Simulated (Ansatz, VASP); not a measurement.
**Ge4H: VASP beside Ansatz**

File INCAR:

```
PREC = Accurate ; ENCUT = 520
EDIFF = 1E-6 ; ISMEAR = 0
SIGMA = 0.1 ; LREAL = F
LASPH = T ; NELM = 100
ALGO = Normal ; ISIF = 2
LWAVE = F ; LCHARG = F
LDIPOL = T ; IDIPOL = 3
DIPOL = 0.5 0.5 0.328 ; GGA = PE
IVDW = 12 ; NBANDS = 36
```

Contents of KPOINTS:

```
Automatic mesh
0
Gamma
  7 7 1
```

File POSCAR:

```
Ge4H
1.0
    4.0303587907      0.0000000000      0.0000000000
    0.0000000000      4.0303587907      0.0000000000
    0.0000000000      0.0000000000     21.6416627718
Ge H
4 1
Direct
    0.0000000000      0.5000000000      0.1848286817
    0.0000000000      0.0000000000      0.2506714513
    0.5000000000      0.0000000000      0.3196569899
    0.5000000000      0.5000000000      0.3854446333
    0.7500000000      0.5000000000      0.5009625594
```

Input for Ansatz:

```yaml
crystal:
  lattice:
    - [4.0303587907, 0.0, 0.0]
    - [0.0, 4.0303587907, 0.0]
    - [0.0, 0.0, 21.6416627718]
  atoms:
    - { symbol: Ge, position: [0.0, 0.5, 0.1848286817] }
    - { symbol: Ge, position: [0.0, 0.0, 0.2506714513] }
    - { symbol: Ge, position: [0.5, 0.0, 0.3196569899] }
    - { symbol: Ge, position: [0.5, 0.5, 0.3854446333] }
    - { symbol: H, position: [0.75, 0.5, 0.5009625594] }
basis:
  ecutwfc: 420
kpoints:
  mp_grid: { grid: [7, 7, 1] }
hamiltonian:
  xc: pbe
  pseudopotentials: { kind: paw, azcp: { folder: soft_1 } }
  dispersion: d3bj
scf:
  occupations: { method: gaussian, width: 0.1 }
output:
  forces: true
  eigenvalues: true
efield:
  axis: 3
  dipole_correction: true
  ramp_width: 0.04
```

Alike in both runs: task single point; functional PBE; dispersion D3(BJ); k mesh 7 × 7 × 1; occupations gaussian, width 0.1 eV; no spin polarisation.

|  | VASP | Ansatz |
| --- | --- | --- |
| version | VASP 6.6.1 | Ansatz 0.2.0 |
| potentials or method | VASP PAW PBE potentials, release 64 (Ge_d, H), cutoff 520 eV | scalar-relativistic, plane waves, PAW |
| valence electrons in the cell | 57 | 57 |

|  | VASP | Ansatz | Ansatz less VASP |
| --- | --- | --- | --- |
| gap on the k mesh at the Fermi level (eV) | none | none | - |
| rms of the force components (eV/Å) | 0.566 | 0.566 | -0.0002 |

Atom by atom the forces differ by 0.001 eV/Å (rms over components). A gap of «none» marks a metal or a gap that the smearing closes.
